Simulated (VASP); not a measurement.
Wanted: the native input for a VASP 6.6.1 run.

- Task: single point
- Functional: r2SCAN
- Potentials or basis: VASP PAW PBE potentials, release 64 (Ca_sv, O_h)
- Cutoff: 1480 eV
- k mesh: 10 × 10 × 10
- Occupations: gaussian, width 0.01 eV
- Spin: no spin polarisation
- Dipole correction: no
- Further INCAR settings: ALGO = Normal; EDIFF = 1e-06; NBANDS = 15

CaO:

```
CELL_PARAMETERS angstrom
0.00000 2.39755 2.39755
2.37669 0.00000 2.39755
2.37669 2.39755 0.00000
ATOMIC_POSITIONS crystal
Ca 0.00000 0.00000 0.00000
O 0.50000 0.50000 0.50000
```

This cell differs from its parent crystal: uniaxial x strain -0.9%.

One way to write it, as run:

POSCAR

```
CaO
1.0
    0.0000000000      2.3975501188      2.3975501188
    2.3766914328      0.0000000000      2.3975501188
    2.3766914328      2.3975501188      0.0000000000
Ca O
1 1
Direct
    0.0000000000      0.0000000000      0.0000000000
    0.5000000000      0.5000000000      0.5000000000
```

INCAR.step1

```
PREC = Accurate
ENCUT = 1480
ISMEAR = 0
SIGMA = 0.01
LREAL = F
LASPH = T
NELM = 120
NBANDS = 15
GGA = PE
ALGO = Normal
EDIFF = 1E-5
LWAVE = T
LCHARG = F
GGA_COMPAT = F
```

INCAR.step2

```
PREC = Accurate
ENCUT = 1480
EDIFF = 1E-6
ISMEAR = 0
SIGMA = 0.01
LREAL = F
LASPH = T
NELM = 120
ALGO = Normal
ISIF = 2
LWAVE = F
LCHARG = T
METAGGA = R2SCAN
LMIXTAU = T
LELF = T
LVHAR = T
NBANDS = 15
ISTART = 1
GGA_COMPAT = F
```

KPOINTS

```
Automatic mesh
0
Gamma
  10 10 10
```

Potentials or basis: VASP PAW PBE potentials, release 64 (Ca_sv, O_h).

Command:

```sh
$ cat potpaw_PBE.64/Ca_sv/POTCAR potpaw_PBE.64/O_h/POTCAR > POTCAR
$ cp INCAR.step1 INCAR
$ mpirun -np 1 vasp_std > vasp.out
$ cp INCAR.step2 INCAR
$ mpirun -np 1 vasp_std > vasp.out
```

Results of the run:

```json
{"Pressure": "2.1 GPa", "Band gap on the k mesh": "4.15 eV (least direct gap 4.55 eV)"}
```

Caveat: the cell differs from its parent crystal (uniaxial x strain -0.9%); the PAW data sets were made with another functional, which shifts forces and pressure a little.

Run time: 7.6 min on 1 thread of Intel(R) Xeon(R) Platinum 8488C (Sapphire Rapids), with other jobs on the host, peak memory 0.47 GiB.
